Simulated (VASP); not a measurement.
## BiAs: single point with PBE

BiAs:

```
Bi As
1.0
     5.05672    0.00000    0.00000
    -2.52836    4.37925    0.00000
     0.00000    0.00000   12.55469
Bi As
4 4
Direct
  0.66667 0.33333 0.20628
  0.00000 0.00000 0.45425
  0.33333 0.66667 0.70628
  0.00000 0.00000 0.95425
  0.66667 0.33333 0.98120
  0.00000 0.00000 0.23140
  0.33333 0.66667 0.48120
  0.00000 0.00000 0.73140
```

```json
{"Program": "VASP 6.6.1", "Task": "single point", "Functional": "PBE", "Potentials or basis": "VASP PAW PBE potentials, release 64 (Bi_d, As)", "Cutoff": "520 eV", "k mesh": "6 × 6 × 2", "Occupations": "gaussian, width 0.1 eV", "Spin": "no spin polarisation"}
```

```
Pressure               : 0.0 GPa
Largest force          : 0.016 eV/Å
Band gap on the k mesh : 0.26 eV (least direct gap 0.53 eV)
```

Forces on the atoms (eV/Å):
```
Bi   0.000  0.000  0.013
Bi   0.000  0.000  0.010
Bi   0.000  0.000  0.013
Bi   0.000  0.000  0.010
As   0.000  0.000 -0.016
As   0.000  0.000 -0.007
As   0.000  0.000 -0.016
As   0.000  0.000 -0.007
```

Levels at points of the mesh, in eV from the valence-band top:
| k point | band 38 | band 39 | band 40 | band 41 | band 42 | band 43 |
| --- | --- | --- | --- | --- | --- | --- |
| (0.00, 0.00, 0.00) | -1.95 | -1.95 | -1.45 | 0.48 | 0.48 | 0.72 |
| (0.50, 0.00, 0.00) | -1.85 | -1.71 | -1.03 | 0.26 | 1.45 | 1.97 |
| (0.00, 0.00, 0.50) | -2.24 | -1.22 | -1.22 | 0.66 | 0.66 | 0.66 |
| (0.50, 0.00, 0.50) | -2.12 | -1.02 | -1.02 | 1.42 | 1.42 | 2.01 |

It took 2.8 min on 1 thread of Intel(R) Xeon(R) 6975P-C (Granite Rapids) (shared host), peak memory 0.46 GiB.

Caveat: spin-orbit coupling is left out, which moves the levels of the heavy elements. A k mesh can miss the band edges.
